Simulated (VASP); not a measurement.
# Te2Mo in VASP: further runs, part 2 of 2

VASP 6.6.1. Earlier steps stand in the parts before.

**4. Single point, PBEsol**

This run uses another cell than the first one.

The input, INCAR:

```
SYSTEM = Te2Mo
ALGO = Normal
EDIFF = 1E-7
ENCUT = 520
GGA = PS
ISIF = 2
ISMEAR = 1
LASPH = .TRUE.
LCHARG = .FALSE.
LREAL = .FALSE.
LWAVE = .FALSE.
NBANDS = 20
NELM = 80
PREC = Accurate
SIGMA = 0.1
```

The input, KPOINTS:

```
k-points
0
G
  6 6 2
  0 0 0
```

The input, POSCAR:

```
Te2Mo
1.0
    3.5181829472     -0.0046629886     -0.0085714639
   -1.7631297853      3.0482413780     -0.0016297438
   -0.0422572363     -0.0336665610     17.4127107974
Te Mo
2 1
Direct
    0.3271411660      0.6520918548      0.8978698077
    0.3373345210      0.6585802928      0.1027021037
   -0.0008542460     -0.0112055705      0.0002490078
```

Potentials or basis: VASP PAW PBE potentials, release 64 (Te, Mo_sv).

Command:

```console
$ cat potpaw_PBE.64/Te/POTCAR potpaw_PBE.64/Mo_sv/POTCAR > POTCAR
$ mpirun -np 1 vasp_std > vasp.out
```

OUTCAR:

```text
SYSTEM = Te2Mo
   EDIFF = 1E-7
   ENCUT = 520
   GGA = PS
   ISIF = 2
   ISMEAR = 1
   LASPH = .TRUE.
   LREAL = .FALSE.
   NELM = 80
   PREC = Accurate

 ion  position               nearest neighbor table
   1  0.327  0.652  0.898-   3 2.70   3 2.70   3 2.70   2 3.57
   2  0.337  0.659  0.103-   3 2.70   3 2.70   3 2.71   1 3.57
   3  0.999  0.989  0.000-   2 2.70   1 2.70   1 2.70   1 2.70   2 2.70   2 2.71

  LATTYP: Found a triclinic cell.
 ALAT       =     3.5133580914
 B/A-ratio  =     1.0013771404
 C/A-ratio  =     4.9561684763
 COS(alpha) =     0.0048605320
 COS(beta)  =     0.0057907216
 COS(gamma) =     0.4983942103

  Lattice vectors:

 A1 = (   1.7550531619,   3.0435783894,  -0.0102012077)
 A2 = (   3.5181829472,  -0.0046629886,  -0.0085714639)
 A3 = (   0.0422572363,   0.0336665610, -17.4127107974)

Analysis of symmetry for initial positions (statically):
=====================================================================
 Subroutine PRICEL returns:
[... 170 lines left out ...]
  free energy    TOTEN  =       -19.60609350 eV

  energy without entropy =      -19.60641595  energy(sigma->0) =      -19.60620099

 E-fermi :   0.2410     XC(G=0):  -4.8215

 val. band max:        0.1568261928   @ k =   0.3333   0.3333   0.0000
 cond. band min:       1.2777918474   @ k =   0.3333   0.3333   0.0000
 fundamental gap:      1.1209656546
 Fermi energy:         0.2410073978

 k-point     1 :       0.0000    0.0000    0.0000
  band No.  band energies     occupation
      1     -60.3683      2.00000
      2     -34.5718      2.00000
      3     -34.4417      2.00000
      4     -34.4383      2.00000
      5     -12.5552      2.00000
      6     -11.5355      2.00000
[... 541 lines left out ...]
     19       6.1384      0.00000
     20       6.8401      0.00000

 [... further k-points ...]

------------------------ aborting loop because EDIFF is reached ----------------------------------------

  FORCE on cell =-STRESS in cart. coord.  units (eV):
  Direction    XX          YY          ZZ          XY          YZ          ZX
  --------------------------------------------------------------------------------------
  -------------------------------------------------------------------------------------
  Total       -0.3350494     -0.3129116      0.6216396      0.0635291     -0.0687275     -0.0818568
  in kB       -2.8768850     -2.6867999      5.3376780      0.5454898     -0.5901250     -0.7028592
  external PRESSURE =      -0.0753356 kB  Pullay stress =       0.0000000 kB

 VOLUME and BASIS-vectors are now :
 -----------------------------------------------------------------------------
  energy-cutoff  :      520.00
  volume of cell :      186.59
      direct lattice vectors                 reciprocal lattice vectors
     3.518182947 -0.004662989 -0.008571464     0.284458164  0.164533658  0.001008441
    -1.763129785  3.048241378 -0.001629744     0.000436691  0.328310936  0.000635832
    -0.042257236 -0.033666561 17.412710797     0.000140066  0.000111721  0.057429868

 POSITION                                       TOTAL-FORCE (eV/Angst)
 -----------------------------------------------------------------------------------
     -0.03672      1.95598     15.63048         0.017903      0.023401     -0.184626
      0.02130      2.00248      1.78436        -0.028447     -0.015570      0.170137
      1.77179      3.00942     -0.00584         0.010544     -0.007832      0.014489
 -----------------------------------------------------------------------------------
    total drift:                               -0.000216      0.000157     -0.000105

  FREE ENERGIE OF THE ION-ELECTRON SYSTEM (eV)
  ---------------------------------------------------
  free  energy   TOTEN  =       -19.6060935021 eV

  energy  without entropy=      -19.6064159538  energy(sigma->0) =      -19.60620099
```

stdout:

```text
POSCAR found type information on POSCAR TeMo
 POSCAR found :  2 types and       3 ions
 scaLAPACK will be used
 -----------------------------------------------------------------------------
|                                                                             |
|                                                                             |
|     You enforced a specific xc type in the INCAR file but a different       |
|     I HOPE YOU KNOW WHAT YOU ARE DOING!                                     |
|                                                                             |
 -----------------------------------------------------------------------------

 LDA part: xc-table for (Slater+PW92), standard interpolation
 POSCAR, INCAR and KPOINTS ok, starting setup
 FFT: planning ... GRIDC
 FFT: planning ... GRID_SOFT
 FFT: planning ... GRID
 WAVECAR not read
 entering main loop
```

Wall time 3.7 min (1 thread of Intel Xeon Platinum 8259CL at 2.50GHz (Skylake/Cascade Lake), shared host); peak memory 0.39 GiB.

What came out:

```
Free energy            : -19.6061 eV
Largest force          : 0.187 eV/Å
Band gap on the k mesh : 1.12 eV
```

Forces in eV/Å, atoms in the order of the input:
```
Te   0.018  0.023 -0.185
Te  -0.028 -0.016  0.170
Mo   0.011 -0.008  0.014
```

Levels at points of the mesh, in eV from the valence-band top:
```csv
k point,band 9,band 10,band 11,band 12,band 13,band 14,band 15,band 16,band 17,band 18
"(0.00, 0.00, 0.00)",-1.70,-1.69,-0.89,-0.88,-0.45,3.21,3.24,3.53,3.56,4.32
"(0.50, 0.00, 0.00)",-3.36,-2.35,-1.58,-0.74,-0.28,1.48,1.82,3.41,3.85,4.02
"(0.00, 0.50, 0.00)",-3.36,-2.34,-1.58,-0.75,-0.27,1.48,1.82,3.41,3.86,4.01
"(0.50, 0.50, 0.00)",-3.37,-2.32,-1.59,-0.75,-0.25,1.48,1.82,3.41,3.87,4.01
"(0.00, 0.00, 0.50)",-1.70,-1.69,-0.89,-0.88,-0.45,3.21,3.24,3.53,3.56,4.46
"(0.50, 0.00, 0.50)",-3.36,-2.35,-1.58,-0.74,-0.28,1.48,1.82,3.41,3.85,4.02
"(0.00, 0.50, 0.50)",-3.36,-2.34,-1.58,-0.75,-0.27,1.48,1.82,3.41,3.86,4.01
"(0.50, 0.50, 0.50)",-3.37,-2.32,-1.59,-0.75,-0.25,1.48,1.82,3.41,3.87,4.01
```

Caveat: the PAW data sets were made with another functional, which shifts forces and pressure a little; spin-orbit coupling is left out, which moves the levels of the heavy elements.

**5. Single point, PBEsol**

This run uses another cell than the first one.

The input, INCAR:

```
  ALGO = Normal
  EDIFF = 1E-7
  ENCUT = 520
  GGA = PS
  ISIF = 2
  ISMEAR = 1
  LASPH = T
  LCHARG = T
  LELF = T
  LREAL = F
  LVHAR = T
  LWAVE = F
  NBANDS = 20
  NELM = 60
  PREC = Accurate
  SIGMA = 0.1
```

The input, KPOINTS:

```
k-points
0
Gamma
  6 6 2
```

The input, POSCAR:

```
Te2Mo
1.0
    3.5167265340     -0.0043897557     -0.0089503159
   -1.7621649612      3.0469311447     -0.0017167843
   -0.0441544301     -0.0352598217     17.4250565242
Te Mo
2 1
Direct
    0.3272441098      0.6521831318      0.8977623869
    0.3372077946      0.6585217304      0.1027975388
   -0.0008304627     -0.0112382856      0.0002610131
```

Command:

```console
$ cat potpaw_PBE.64/Te/POTCAR potpaw_PBE.64/Mo_sv/POTCAR > POTCAR
$ mpirun -np 1 vasp_std > vasp.out
```

Wall time 4.5 min (1 thread of Intel Xeon Platinum 8259CL at 2.50GHz (Skylake/Cascade Lake), shared host); peak memory 0.4 GiB.

The run converged. Its results:

```yaml
Free_energy: -19.6074 eV
Largest_force: 0.146 eV/Å
Band_gap_on_the_k_mesh: 1.13 eV
```

Forces in eV/Å, atoms in the order of the input:
```
Te   0.016  0.018 -0.144
Te  -0.022 -0.013  0.137
Mo   0.006 -0.005  0.007
```

Levels at points of the mesh, in eV from the valence-band top:
```csv
k point,band 10,band 11,band 12,band 13,band 14,band 15,band 16,band 17
"(0.00, 0.00, 0.00)",-1.69,-0.89,-0.87,-0.46,3.21,3.23,3.53,3.55
"(0.50, 0.00, 0.00)",-2.34,-1.59,-0.74,-0.28,1.48,1.82,3.40,3.84
"(0.00, 0.50, 0.00)",-2.33,-1.60,-0.75,-0.26,1.48,1.82,3.40,3.85
"(0.50, 0.50, 0.00)",-2.32,-1.60,-0.76,-0.25,1.48,1.81,3.40,3.86
"(0.00, 0.00, 0.50)",-1.69,-0.89,-0.87,-0.46,3.21,3.23,3.53,3.55
"(0.50, 0.00, 0.50)",-2.34,-1.59,-0.74,-0.28,1.48,1.82,3.40,3.84
"(0.00, 0.50, 0.50)",-2.33,-1.60,-0.75,-0.26,1.48,1.82,3.40,3.85
"(0.50, 0.50, 0.50)",-2.32,-1.60,-0.76,-0.25,1.48,1.81,3.40,3.86
```

Caveat: the PAW data sets were made with another functional, which shifts forces and pressure a little; spin-orbit coupling is left out, which moves the levels of the heavy elements.

**6. Summary**

| cell | gap on the mesh (eV) | largest force (eV/Å) |
| --- | --- | --- |
| a = 3.553, b = 3.553, c = 17.494 Å, angles 90.0, 90.0, 120.0°, 3 atoms, atomic positions A | 1.07 | 0.50 |
| a = 3.560, b = 3.560, c = 17.524 Å, angles 90.0, 90.0, 120.0°, 3 atoms, atomic positions A | 1.07 | 0.61 |
| a = 3.518, b = 3.521, c = 17.413 Å, angles 90.1, 90.3, 120.1°, 3 atoms, atomic positions B | 1.12 | 0.19 |
| a = 3.517, b = 3.520, c = 17.425 Å, angles 90.1, 90.3, 120.1°, 3 atoms, atomic positions B | 1.13 | 0.15 |

Alike in all rows: task single point; level PBEsol; potentials or basis VASP PAW PBE potentials, release 64 (Te, Mo_sv); no spin polarisation; k mesh 6 × 6 × 2; cutoff (eV) 520; smearing methfessel-paxton 0.1 eV.

Caveats: the PAW data sets were made with another functional, which shifts forces and pressure a little; spin-orbit coupling is left out, which moves the levels of the heavy elements.

Absolute energies hang on the potentials; compare differences alone.
